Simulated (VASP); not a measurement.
# Si (a cell with a defect) in VASP: single point with PBE

Aim: the single point of Si (a cell with a defect) with PBE.

Program: VASP 6.6.1. These are calculated values, not measurements. Logs are shortened: lines on timing, memory, paths and dates and some standing lists are left out, and cuts for length are marked.

## (1) The cell of the first run

The cell holds a defect, 63 atoms: a = 10.860 Å, b = 10.860 Å, c = 10.860 Å, α = 90.00°, β = 90.00°, γ = 90.00°.

## (2) Single point, PBE

The input, INCAR:

```
SYSTEM = Si
ALGO     = Normal         ! electronic algorithm
EDIFF    = 1E-7           ! SCF threshold, eV
ENCUT    = 520            ! plane-wave cutoff, eV
GGA      = PE             ! functional
ISIF     = 2              ! what is computed and relaxed
ISMEAR   = 0              ! smearing method
LASPH    = .TRUE.         ! aspherical terms in the spheres
LCHARG   = .FALSE.        ! write CHGCAR
LREAL    = Auto         
LWAVE    = .FALSE.        ! write WAVECAR
NBANDS   = 163            ! bands
NELECT   = 250.0        
NELM     = 100            ! most SCF steps
PREC     = Accurate       ! precision mode
SIGMA    = 0.02           ! smearing width, eV
```

The input, KPOINTS:

```
k-points
0
G
  1 1 1
  0 0 0
```

The input, POSCAR:

```
Si
1.0
   10.8600000000      0.0000000000      0.0000000000
    0.0000000000     10.8600000000      0.0000000000
    0.0000000000      0.0000000000     10.8600000000
Si
63
Direct
    0.4992973297      0.0003272560     -0.0005633517
    0.6268867403      0.1255941068      0.1246100368
    0.7485934622      0.2530162983     -0.0014382136
    0.8749455801      0.3750243094      0.1249370166
    0.7505017495      0.0020315838      0.2501377532
    0.8778808471      0.1236764273      0.3762558011
    0.0002469613      0.0020050645      0.0005081952
    0.1263193370      0.1236443831      0.1279519337
    0.2479902394      0.2497011050      0.0005129834
    0.3750503683      0.3767488029      0.1231820442
    0.4975571823      0.5084384899     -0.0083896869
    0.6233571823      0.6266055249      0.1218848066
    0.7416236648      0.7523803867     -0.0083199816
    0.8732642726      0.8749285451      0.1232310313
    0.2515659300     -0.0015976980      0.2532096685
    0.3773791897      0.1166058932      0.3834387661
    0.4998417127      0.2482176796      0.2517144567
    0.6269256906      0.3752181400      0.3743820442
    0.7486338858      0.5013293738      0.2470430939
    0.8747295580      0.6230664825      0.3743811234
    0.5012904236     -0.0139494475      0.5140016575
    0.6253204420      0.1245473297      0.6256148250
    0.7505087477      0.2497339779      0.4980128913
    0.8730866483      0.3768774401      0.6250521179
    0.7494581031      0.0003241252      0.7493733886
    0.8746851750      0.1255832413      0.8769404236
   -0.0030153775      0.5013569061     -0.0014244015
    0.1243837937      0.6230961326      0.1246220074
    0.2496124309      0.7506937385     -0.0005542357
    0.3750104972      0.8749614180      0.1252976980
   -0.0000518416      0.2500218232      0.2499395948
    0.1262762431      0.3721135359      0.3762450276
    0.2479521179      0.4994666667      0.2501259669
    0.3755216390      0.6246145488      0.3753880295
    0.4998478821      0.7501204420      0.2497041436
    0.6253209945      0.8744665746      0.3753989871
    0.0030827808     -0.0015813076      0.5015183241
    0.1332058011      0.1167903315      0.6272761510
    0.2515465009      0.2469386740      0.5015145488
    0.3750396869      0.3747692449      0.6250279926
    0.4993458564      0.5004673112      0.4995127993
    0.6108073665      0.6391876611      0.6235180479
    0.7495000000      0.7506574586      0.4995127072
    0.8752335175      0.8749414365      0.6250185083
    0.2637043278     -0.0137074586      0.7511547882
    0.3755699816      0.1245180479      0.8752254144
    0.4998796501      0.2503693370      0.7498744936
    0.6233416206      0.3782651013      0.8733209945
    0.7413863720      0.5086062615      0.7474600368
    0.8717561694      0.6266136280      0.8733286372
    0.0017931860      0.7501337017      0.2517620626
    0.1334508287      0.8725613260      0.3835000000
    0.0002021179      0.4994645488      0.4980015654
    0.1254075506      0.6246178637      0.6256011050
    0.2640202578      0.7486304788      0.5140759669
    0.4374930018      0.8123975138      0.6872682320
    0.0016146409      0.2483485267      0.7498499079
    0.1243944751      0.3752502762      0.8769508287
    0.2496144567      0.5004992634      0.7493860958
    0.3736653775      0.6389812155      0.8610721915
    0.6111069982      0.8762615101      0.8611657459
   -0.0003726519      0.7500963168      0.7498674033
    0.1254479742      0.8744325046      0.8752228361
```

Potentials or basis: VASP PAW PBE potentials, release 64 (Si).

Launch:

```sh
$ cat potpaw_PBE.64/Si/POTCAR > POTCAR
$ mpirun -np 1 vasp_gam > vasp.out
```

OUTCAR:

```text
SYSTEM = Si
   EDIFF = 1E-7
   ENCUT = 520
   GGA = PE
   ISIF = 2
   ISMEAR = 0
   LASPH = .TRUE.
   LREAL = Auto
   NELECT = 250.0
   NELM = 100
   PREC = Accurate

 ion  position               nearest neighbor table
   1  0.499  0.000  0.999-  46 2.33  30 2.35  61 2.35   2 2.37
   2  0.627  0.126  0.125-   5 2.34   3 2.35  17 2.36   1 2.37
   3  0.749  0.253  0.999-   4 2.35  26 2.35   2 2.35  48 2.36
   4  0.875  0.375  0.125-  19 2.35  27 2.35   3 2.35  31 2.35
   5  0.751  0.002  0.250-   2 2.34   6 2.35  14 2.36  36 2.37
   6  0.878  0.124  0.376-  31 2.35   5 2.35  23 2.35  37 2.36
[... 47 lines left out ...]
  54  0.125  0.625  0.626-  59 2.33  62 2.35  55 2.36  53 2.37
  55  0.264  0.749  0.514-  54 2.36  34 2.36  52 2.42  56 2.75
  56  0.437  0.812  0.687-  42 2.75  55 2.75  21 2.75  60 2.75  61 2.76  45 2.76
  57  0.002  0.248  0.750-  58 2.36  26 2.36  24 2.39  38 2.42
  58  0.124  0.375  0.877-   9 2.34  27 2.35  57 2.36  59 2.37
  59  0.250  0.500  0.749-  54 2.33  40 2.35  60 2.36  58 2.37
  60  0.374  0.639  0.861-  29 2.35  59 2.36  11 2.41  56 2.75
  61  0.611  0.876  0.861-   1 2.35  25 2.36  13 2.41  56 2.76
  62  1.000  0.750  0.750-  44 2.35  50 2.35  63 2.35  54 2.35
  63  0.125  0.874  0.875-  29 2.33  62 2.35  45 2.35   7 2.37

  LATTYP: Found a simple cubic cell.
 ALAT       =    10.8600000000

  Lattice vectors:

 A1 = (  10.8600000000,   0.0000000000,   0.0000000000)
 A2 = (   0.0000000000,  10.8600000000,   0.0000000000)
 A3 = (   0.0000000000,   0.0000000000,  10.8600000000)

Analysis of symmetry for initial positions (statically):
=====================================================================
 Subroutine PRICEL returns:
 Original cell was already a primitive cell.

 Routine SETGRP: Setting up the symmetry group for a
 simple cubic supercell.

 Subroutine GETGRP returns: Found  1 space group operations
 (whereof  1 operations were pure point group operations)
 out of a pool of 48 trial point group operations.

The static configuration has the point symmetry C_1 .

Analysis of symmetry for dynamics (positions and initial velocities):
=====================================================================
 Subroutine PRICEL returns:
 Original cell was already a primitive cell.

 Routine SETGRP: Setting up the symmetry group for a
 simple cubic supercell.

 Subroutine GETGRP returns: Found  1 space group operations
 (whereof  1 operations were pure point group operations)
 out of a pool of 48 trial point group operations.

The dynamic configuration has the point symmetry C_1 .

 Subroutine INISYM returns: Found  1 space group operations
 (whereof  1 operations are pure point group operations),
 and found     1 'primitive' translations

----------------------------------------------------------------------------------------

                                     Primitive cell

  volume of cell :    1280.8241

  direct lattice vectors                    reciprocal lattice vectors
    10.860000000  0.000000000  0.000000000     0.092081031  0.000000000  0.000000000
     0.000000000 10.860000000  0.000000000     0.000000000  0.092081031  0.000000000
     0.000000000  0.000000000 10.860000000     0.000000000  0.000000000  0.092081031

  length of vectors
    10.860000000 10.860000000 10.860000000     0.092081031  0.092081031  0.092081031

  position of ions in fractional coordinates (direct lattice)
     0.499297330  0.000327256  0.999436648
     0.626886740  0.125594107  0.124610037
     0.748593462  0.253016298  0.998561786
     0.874945580  0.375024309  0.124937017
     0.750501750  0.002031584  0.250137753
     0.877880847  0.123676427  0.376255801
[... 55 lines left out ...]
     0.999627348  0.750096317  0.749867403
     0.125447974  0.874432505  0.875222836

  ion indices of the primitive-cell ions
   primitive index   ion index
                 1           1
                 2           2
                 3           3
                 4           4
                 5           5
                 6           6
[... 55 lines left out ...]
                62          62
                63          63

----------------------------------------------------------------------------------------

 KPOINTS: k-points

Automatic generation of k-mesh.
 Grid dimensions read from file:
 generate k-points for:    1    1    1

 Generating k-lattice:

  Cartesian coordinates                     Fractional coordinates (reciprocal lattice)
     0.092081031  0.000000000  0.000000000     1.000000000  0.000000000  0.000000000
     0.000000000  0.092081031  0.000000000     0.000000000  1.000000000  0.000000000
     0.000000000  0.000000000  0.092081031     0.000000000  0.000000000  1.000000000

  Length of vectors
     0.092081031  0.092081031  0.092081031

  Shift w.r.t. Gamma in fractional coordinates (k-lattice)
     0.000000000  0.000000000  0.000000000

 Subroutine IBZKPT returns following result:
 ===========================================

 Found      1 irreducible k-points:

 Following reciprocal coordinates:
            Coordinates               Weight
  0.000000  0.000000  0.000000      1.000000
   k-points           NKPTS =      1   k-points in BZ     NKDIM =      1   number of bands    NBANDS=    163
   number of dos      NEDOS =    301   number of ions     NIONS =     63
   total plane-waves  NPLWV = 592704
   dimension x,y,z NGX =    84 NGY =   84 NGZ =   84
   dimension x,y,z NGXF=   168 NGYF=  168 NGZF=  168
   ions per type =              63
   NGX,Y,Z   is equivalent  to a cutoff of  12.86, 12.86, 12.86 a.u.
   NGXF,Y,Z  is equivalent  to a cutoff of  25.72, 25.72, 25.72 a.u.
 SYSTEM =  Si
   PREC   = accura    normal or accurate (medium, high low for compatibility)
   ISTART =      0    job   : 0-new  1-cont  2-samecut
   ICHARG =      2    charge: 1-file 2-atom 10-const
   ISPIN  =      1    spin polarized calculation?
   LNONCOLLINEAR =      F non collinear calculations
   LSORBIT =      F    spin-orbit coupling
   LASPH  =      T    aspherical Exc in radial PAW
   ENCUT  =  520.0 eV  38.22 Ry    6.18 a.u.  20.19 20.19 20.19*2*pi/ulx,y,z
   NELM   =    100;   NELMIN=  2; NELMDL= -5     # of ELM steps
   EDIFF  = 0.1E-06   stopping-criterion for ELM
   LREAL  =      T    real-space projection
   EDIFFG = 0.1E-05   stopping-criterion for IOM
   NSW    =      0    number of steps for IOM
   IBRION =     -1    ionic relax: 0-MD 1-quasi-New 2-CG
   NFREE  =      0    steps in history (QN), initial steepest desc. (CG)
   ISIF   =      2    stress and relaxation
   ISYM   =      2    0-nonsym 1-usesym 2-fastsym
   POTIM  = 0.5000    time-step for ionic-motion
   TEBEG  =    0.0;   TEEND  =   0.0 temperature during run
   PSTRESS=    0.0 pullay stress
   NELECT =     250.0000    total number of electrons
   NUPDOWN=      -1.0000    fix difference up-down
   EMIN   =  10.00;   EMAX   =-10.00  energy-range for DOS
   EFERMI =   0.00;   METHOD = LEGACY
   ISMEAR =     0;   SIGMA  =   0.02  broadening in eV -4-tet -1-fermi 0-gaus
   EFERMI_NEDOS =   21; number of points for ismear=-14 and -15
   IALGO  =     38    algorithm
   IMIX   =      4    mixing-type and parameters
     AMIX     =   0.40;   BMIX     =  1.00
     AMIX_MAG =   1.60;   BMIX_MAG =  1.00
  volume/ion in A,a.u.               =      20.33       137.20
  Fermi-wavevector in a.u.,A,eV,Ry     =   0.949639  1.794557 12.269916  0.901813
  Thomas-Fermi vector in A             =   2.077940
   LORBIT       =      0    0 simple, 1 ext, 2 COOP (PROOUT), +10 PAW based schemes
   GGA     = PE    functional components
   LHFCALC =     F    Hartree Fock is set to
   AEXX    =    0.0000 exact exchange contribution
   IVDW    =     0    specifies the selected vdW correction
   LEPSILON=     F    determine dielectric tensor
   LRPA    =     F    only Hartree local field effects (RPA)
 non-spin polarized calculation
 Gauss-broadening in eV      SIGMA  =   0.02
  energy-cutoff  :      520.00
  volume of cell :     1280.82
 maximum number of plane-waves:     17229
 NGX is ok and might be reduce to    84
   NGX = 41   NGY = 41   NGZ = 41

 number of electron     249.9999995 magnetization

 Free energy of the ion-electron system (eV)
  ---------------------------------------------------
  ext. energy  EPLUGINS =         0.00000000
  ---------------------------------------------------
  free energy    TOTEN  =      -344.00428602 eV

  energy without entropy =     -344.00428602  energy(sigma->0) =     -344.00428602

 E-fermi :   5.5803     XC(G=0):  -9.3183

 val. band max:        5.4628946881   @ k =   0.0000   0.0000   0.0000
 cond. band min:       6.1441569692   @ k =   0.0000   0.0000   0.0000
 fundamental gap:      0.6812622811
 Fermi energy:         5.5802501796

 k-point     1 :       0.0000    0.0000    0.0000
  band No.  band energies     occupation
      1      -6.1483      2.00000
      2      -5.1108      2.00000
      3      -5.1107      2.00000
      4      -5.0699      2.00000
      5      -5.0699      2.00000
      6      -5.0426      2.00000
[... 129 lines left out ...]
    136       6.8898      0.00000
    137       6.9189      0.00000
 [bands above 137 left out]

------------------------ aborting loop because EDIFF is reached ----------------------------------------

  FORCE on cell =-STRESS in cart. coord.  units (eV):
  Direction    XX          YY          ZZ          XY          YZ          ZX
  --------------------------------------------------------------------------------------
  -------------------------------------------------------------------------------------
  Total      -12.1014755    -12.1019790    -12.0938589      2.5481175      2.5486128     -2.5480563
  in kB      -15.1376839    -15.1383138    -15.1281563      3.1874293      3.1880489     -3.1873528
  external PRESSURE =     -15.1347180 kB  Pullay stress =       0.0000000 kB

 VOLUME and BASIS-vectors are now :
 -----------------------------------------------------------------------------
  energy-cutoff  :      520.00
  volume of cell :     1280.82
      direct lattice vectors                 reciprocal lattice vectors
    10.860000000  0.000000000  0.000000000     0.092081031  0.000000000  0.000000000
     0.000000000 10.860000000  0.000000000     0.000000000  0.092081031  0.000000000
     0.000000000  0.000000000 10.860000000     0.000000000  0.000000000  0.092081031

 POSITION                                       TOTAL-FORCE (eV/Angst)
 -----------------------------------------------------------------------------------
      5.42237      0.00355     10.85388        -0.000479      0.001451      0.000973
      6.80799      1.36395      1.35326         0.000853      0.000607      0.001360
      8.12972      2.74776     10.84438         0.000195      0.003055      0.001332
      9.50191      4.07276      1.35682         0.001190     -0.000873      0.000655
      8.15045      0.02206      2.71650         0.001015     -0.003749      0.000055
      9.53379      1.34313      4.08614         0.000842      0.002374     -0.001047
[... 55 lines left out ...]
     10.85595      8.14605      8.14356        -0.004691      0.000649     -0.001488
      1.36236      9.49634      9.50492        -0.002969      0.002421      0.000979
 -----------------------------------------------------------------------------------
    total drift:                               -0.019600      0.015531     -0.017274

  FREE ENERGIE OF THE ION-ELECTRON SYSTEM (eV)
  ---------------------------------------------------
  free  energy   TOTEN  =      -344.0042860246 eV

  energy  without entropy=     -344.0042860246  energy(sigma->0) =     -344.00428602
```

It took 7.2 min on 1 thread of Intel Xeon Platinum 8259CL at 2.50GHz (Skylake/Cascade Lake), shared host; peak memory 1 GiB.

Results:

```
Free energy   : -344.0043 eV
Largest force : 0.016 eV/Å
```

Forces on the atoms (eV/Å):
```
Si   0.000  0.001  0.001
Si   0.001  0.001  0.001
Si   0.000  0.003  0.001
Si   0.001 -0.001  0.001
Si   0.001 -0.004  0.000
Si   0.001  0.002 -0.001
Si  -0.001 -0.005  0.001
Si  -0.002  0.002  0.001
Si   0.004  0.001  0.001
Si  -0.004 -0.001  0.001
Si   0.002 -0.002  0.001
Si   0.001 -0.001  0.004
Si   0.001 -0.002  0.001
Si   0.001  0.005  0.001
Si   0.001 -0.001  0.000
Si  -0.004  0.000  0.000
Si   0.003  0.001 -0.002
Si   0.002  0.000  0.001
Si   0.001 -0.001 -0.003
Si   0.000 -0.002  0.000
Si   0.004  0.005 -0.008
Si   0.000  0.000  0.000
Si   0.001  0.001  0.002
Si   0.001 -0.001 -0.003
Si   0.000  0.001  0.000
Si   0.001  0.000 -0.001
Si  -0.003  0.000  0.001
Si  -0.001 -0.001  0.001
Si  -0.001  0.001  0.000
Si   0.000  0.000 -0.002
Si  -0.005  0.002 -0.005
Si  -0.002 -0.001 -0.002
Si   0.003 -0.001  0.000
Si  -0.001  0.002  0.002
Si   0.000  0.000 -0.007
Si  -0.001  0.001  0.001
Si   0.002 -0.001  0.002
Si   0.002 -0.002 -0.005
Si   0.002 -0.001  0.002
Si  -0.001  0.000 -0.001
Si  -0.001  0.002  0.001
Si   0.011 -0.012 -0.002
Si  -0.002  0.002  0.001
Si  -0.001  0.001 -0.001
Si  -0.001  0.000  0.006
Si  -0.002  0.003  0.001
Si  -0.001  0.004 -0.002
Si   0.002 -0.003  0.002
Si   0.004 -0.004  0.003
Si   0.003 -0.001  0.001
Si  -0.001 -0.003 -0.002
Si   0.000  0.004  0.000
Si   0.000 -0.002  0.002
Si   0.002  0.000  0.000
Si  -0.008 -0.003 -0.009
Si  -0.002  0.000 -0.002
Si  -0.003  0.003  0.005
Si   0.000  0.000 -0.001
Si   0.000  0.001  0.000
Si  -0.004 -0.007  0.005
Si   0.004  0.006  0.002
Si  -0.005  0.001 -0.001
Si  -0.003  0.002  0.001
```

Caveat: the k points lie up to 0.58 Å⁻¹ apart; the cell carries a net charge on a neutralising background, which shifts energy and pressure; the cell is charged against a uniform background, so pressure and absolute levels hang on convention.
